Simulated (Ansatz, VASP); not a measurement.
MgCd3Te4: VASP beside Ansatz

```xyz
8
Lattice="4.3151 0.0000 0.0000 0.0000 4.3151 0.0000 0.0000 0.0000 12.2051" Properties=species:S:1:pos:R:3 pbc="T T T"
Mg    0.0000    0.0000    6.1025
Cd    0.0000    0.0000    0.0000
Cd    2.1576    2.1576    3.0513
Cd    2.1576    2.1576    9.1538
Te    2.1576    0.0000    4.5769
Te    0.0000    2.1576    7.6282
Te    2.1576    0.0000   10.6794
Te    0.0000    2.1576    1.5256
```

Alike in both runs: task relaxation of cell and atoms; functional PBE; k mesh 4 × 4 × 2; occupations gaussian, width 0.1 eV; no spin polarisation.

|  | VASP | Ansatz |
| --- | --- | --- |
| version | VASP 6.6.1 | Ansatz 0.2.0 |
| potentials or method | VASP PAW PBE potentials, release 64 (Mg, Cd, Te), cutoff 600 eV | scalar-relativistic, plane waves, PAW |
| valence electrons in the cell | 62 | 134 |

```tsv
	VASP	Ansatz	Ansatz less VASP
gap on the k mesh at the Fermi level, each at its own relaxed structure (eV)	0.95	0.97	+0.025
relaxed volume (Å³/atom)	35.90	35.65	-0.244
relaxed cell length with the largest relative difference (Å)	4.689	4.673	-0.0166
```

VASP's potentials hold 62 valence electrons a cell and Ansatz's 134, so a difference there can come from the potentials and not from the codes.

Neither program's run includes spin-orbit coupling. Noted on VASP's run: the volume moved by over 15 % at a fixed basis, so the end points are rough.
